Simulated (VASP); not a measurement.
Input of a VASP 6.6.1 run:

INCAR

```
  PREC = Accurate
  ENCUT = 600
  EDIFF = 1E-6
  ISMEAR = 0
  SIGMA = 0.1
  LREAL = F
  LASPH = T
  NELM = 80
  ALGO = Normal
  ISIF = 3
  LWAVE = F
  LCHARG = F
  GGA = PS
  IBRION = 2
  NSW = 70
  EDIFFG = -0.008
  PSTRESS = 250.0
```

The input KPOINTS:

```
Automatic mesh
0
Gamma
  14 14 14
```

The input POSCAR:

```
Al2Pt
1.0
    0.0000000000      2.8147282238      2.8147282238
    2.8147282238      0.0000000000      2.8147282238
    2.8147282238      2.8147282238      0.0000000000
Al Pt
2 1
Direct
    0.2500000000      0.2500000000      0.2500000000
    0.7500000000      0.7500000000      0.7500000000
    0.0000000000      0.0000000000      0.0000000000
```

Potentials or basis: VASP PAW PBE potentials, release 64 (Al, Pt).

The run is started by

```console
$ cat potpaw_PBE.64/Al/POTCAR potpaw_PBE.64/Pt/POTCAR > POTCAR
$ mpirun -np 1 vasp_std > vasp.out
```

(1) What does it give for the band gap on the k mesh?

(2) Predict the relaxed cell.

(3) What does it give for the relaxed volume?

(4) What does it give for the space group after relaxing (to 0.1 Å)?

## Answers

(1) zero (bands 8 and 9 overlap by 5.77 eV).

(2) a = 3.987 Å, b = 3.987 Å, c = 3.987 Å, α = 60.00°, β = 60.00°, γ = 60.00°.

(3) 14.94 Å³/atom.

(4) Fm-3m (No. 225).

Caveat: the cell is relaxed towards a set pressure, so the run minimises the enthalpy, not the energy; the PAW data sets were made with another functional, which shifts forces and pressure a little; spin-orbit coupling is left out, which moves the levels of the heavy elements.
